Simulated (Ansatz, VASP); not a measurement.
# Two plane-wave programs on La2O3

File INCAR:

```
SYSTEM = La2O3
PREC = Accurate ; ENCUT = 600
EDIFF = 1E-6 ; ISMEAR = -1
SIGMA = 0.05 ; LREAL = .False.
LASPH = .True. ; NELM = 150
ALGO = Normal ; ISIF = 3
LWAVE = .False. ; LCHARG = .False.
LMAXMIX = 6 ; LDAU = .True.
LDAUTYPE = 2 ; LDAUL = 3 -1
LDAUU = 8 0 ; LDAUJ = 0 0
LDAUPRINT = 1 ; IBRION = 2
NSW = 60 ; EDIFFG = -0.01
```

File KPOINTS:

```
Automatic mesh
0
Gamma
  8 8 5
  0 0 0
```

POSCAR

```
La2O3
1.0
    3.9307778780      0.0000000000      0.0000000000
   -1.9653889390      3.4041534990      0.0000000000
    0.0000000000      0.0000000000      6.1119535200
La O
2 3
Direct
    0.3333333333      0.6666666667      0.2462356800
    0.6666666667      0.3333333333      0.7537643200
    0.0000000000      0.0000000000      0.0000000000
    0.3333333333      0.6666666667      0.6458906500
    0.6666666667      0.3333333333      0.3541093500
```

input.yaml

```yaml
crystal:
  lattice:
    - [3.930777878, 0.0, 0.0]
    - [-1.965388939, 3.404153499, 0.0]
    - [0.0, 0.0, 6.11195352]
  atoms:
    - { symbol: La, position: [0.3333333333, 0.6666666667, 0.24623568] }
    - { symbol: La, position: [0.6666666667, 0.3333333333, 0.75376432] }
    - { symbol: O, position: [0.0, 0.0, 0.0] }
    - { symbol: O, position: [0.3333333333, 0.6666666667, 0.64589065] }
    - { symbol: O, position: [0.6666666667, 0.3333333333, 0.35410935] }
hamiltonian:
  xc: lda
  pseudopotentials: { kind: paw }
  hubbard: { sites: [{ species: La, l: f, u_eff: 8.0 }] }
kpoints:
  mp_grid: { grid: [8, 8, 5] }
scf:
  occupations: { method: fermi_dirac, width: 0.05 }
output:
  forces: true
  stress: true
  eigenvalues: true
relax:
  f_tol: 0.01
  max_steps: 40
  cell: { stress_tol: 0.05 }
```

Alike in both runs: task relaxation of cell and atoms; functional LDA; k mesh 8 × 8 × 5; occupations fermi-dirac, width 0.05 eV; no spin polarisation; Hubbard terms La f U = 8.0 eV.

```csv
,VASP,Ansatz
version,VASP 6.6.1,Ansatz 0.2.0
potentials or method,"VASP PAW LDA potentials, release 64 (La, O)",Ansatz PAW
plane-wave cutoff (eV),600,420
valence electrons in the cell,40,40
```

Ansatz gave:

* gap on the k mesh at the Fermi level, each at its own relaxed structure (eV): 3.79
* relaxed volume (Å³/atom): 16.06
* relaxed length of the cell vector where the two differ most in proportion (Å): 3.912

**Question.** What did VASP give for the same quantities?

**Answer.** gap on the k mesh at the Fermi level, each at its own relaxed structure (eV): 3.78; relaxed volume (Å³/atom): 16.23; relaxed length of the cell vector where the two differ most in proportion (Å): 3.936.

LDA's correlation is that of Perdew and Zunger in VASP and of Perdew and Wang (1992) in Ansatz. The programs project onto different local orbitals, so the same U acts differently, and such runs can settle in different states.

Neither program's run includes spin-orbit coupling. Noted on Ansatz's run: the magnetic or orbital state may not be the lowest; odd divisions of the mesh miss points on the zone boundary, where band edges often lie, so the gap on the mesh can be too wide; the plane-wave basis is chosen anew once the cell has moved, so the energies of steps on either side of that aren't comparable.
